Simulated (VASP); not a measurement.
Input of a VASP 6.6.1 run:

File INCAR:

```
SYSTEM = HC16
PREC = Accurate
ENCUT = 520
EDIFF = 1E-6
ISMEAR = -1
SIGMA = 0.02
LREAL = Auto
LASPH = .TRUE.
NELM = 150
ALGO = Normal
ISIF = 2
LWAVE = .FALSE.
LCHARG = .FALSE.
ISPIN = 2
MAGMOM = 0 0 0 0 0 0 0 0 0 0 0 0 0 0 0 0 1
LORBIT = 11
GGA = CA
NBANDS = 50
```

The input KPOINTS:

```
regular mesh
0
G
  2 2 2
  0 0 0
```

The input POSCAR:

```
HC16
1.0
    0.0000000000      3.5700000000      3.5700000000
    3.5700000000      0.0000000000      3.5700000000
    3.5700000000      3.5700000000      0.0000000000
C H
16 1
Direct
    0.0138935574      0.0004201681     -0.0157983193
    0.1538235294      0.0879971989      0.1269047619
    0.0311484594     -0.0104761905      0.5011764706
    0.1354621849      0.1136134454      0.6200280112
    0.0262464986      0.4823529412     -0.0148459384
    0.1407282913      0.6169467787      0.1258543417
    0.0179831933      0.4854061625      0.4977030812
    0.1538935574      0.6056022409      0.6207002801
    0.5218767507     -0.0019327731     -0.0066106443
    0.6600840336      0.1237815126      0.1135294118
    0.5241736695     -0.0200840336      0.5154341737
    0.6582913165      0.1042577031      0.6282913165
    0.5052100840      0.4908123249      0.0141736695
    0.6429271709      0.6216386555      0.1239635854
    0.5219187675      0.4888095238      0.4939915966
    0.6496638655      0.6130252101      0.6174789916
    0.2865686275      0.7497619048      0.2343557423
```

Potentials or basis: VASP PAW LDA potentials, release 64 (C, H).

Launch:

```sh
$ cat potpaw_LDA.64/C/POTCAR potpaw_LDA.64/H/POTCAR > POTCAR
$ mpirun -np 1 vasp_std > vasp.out
```

Problem. Estimate the largest force.

Solution. 4.418 eV/Å.

Problem. Estimate the site moments.

Solution. C +0.03, +0.00, +0.02, +0.01, +0.10; H +0.19 μB.

Problem. What does it give for the net moment?

Solution. 0.75 μB per cell.

Problem. Estimate the pressure.

Solution. 4.4 GPa.

Forces in eV/Å, atoms in the order of the input:
```
C   -0.546  1.820 -0.892
C    1.798 -1.258  2.455
C   -1.489 -1.884 -2.915
C    0.660  2.793  3.117
C    2.159  1.366 -0.331
C   -1.454 -1.255 -1.004
C    0.313 -0.380  0.083
C    0.726 -0.293 -0.376
C   -0.357  1.822  0.907
C    1.863 -0.959 -3.889
C   -1.651 -2.130  1.339
C    0.597 -1.797  0.095
C   -2.764 -0.140  2.702
C   -1.742  0.205 -0.085
C   -0.039  2.156  0.369
C    1.652  0.485 -1.299
H    0.273 -0.551 -0.274
```

Caveat: the k points lie up to 0.76 Å⁻¹ apart.
